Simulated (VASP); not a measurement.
CrO2, 6 atoms in the cell. The structure is tetragonal, space group P4_2/mnm (No. 136). The conventional cell has a = 4.421 Å, b = 4.421 Å, c = 2.917 Å, α = 90.00°, β = 90.00°, γ = 90.00°. Within 2.5 Å of Cr (site symmetry mmm) lie 6 O at 1.88 to 1.92 Å. O (site symmetry m2m) has 3 Cr at 1.88 to 1.92 Å and 1 O at 2.49 Å within 2.5 Å. 

| Item | Value |
| --- | --- |
| Program | VASP 6.6.1 |
| Task | single point |
| Functional | r2SCAN |
| Dispersion | rVV10 |
| Potentials or basis | VASP PAW PBE potentials, release 64 (Cr_pv, O) |
| Cutoff | 660 eV |
| k mesh | 4 × 4 × 6 |
| Occupations | gaussian, width 0.1 eV |
| Spin | collinear spin, ferromagnetic start |
| Starting moments | [2.0, 2.0, 0.0, 0.0, 0.0, 0.0] μB |
| Dipole correction | no |
| Further INCAR settings | ALGO = Normal; EDIFF = 1e-06; NBANDS = 37 |

Potentials or basis: VASP PAW PBE potentials, release 64 (Cr_pv, O).

The run is started by

```console
$ cat potpaw_PBE.64/Cr_pv/POTCAR potpaw_PBE.64/O/POTCAR > POTCAR
$ cp INCAR.step1 INCAR
$ mpirun -np 1 vasp_std > vasp.out
$ cp INCAR.step2 INCAR
$ mpirun -np 1 vasp_std > vasp.out
```

Hardware: 1 thread of Intel Xeon 8259CL, with other jobs on the host.

Problem. Estimate the wall time of this run.

Solution. Run time: 30 min on 1 thread of Intel Xeon 8259CL, with other jobs on the host, peak memory 0.46 GiB. Counts: k points 24.
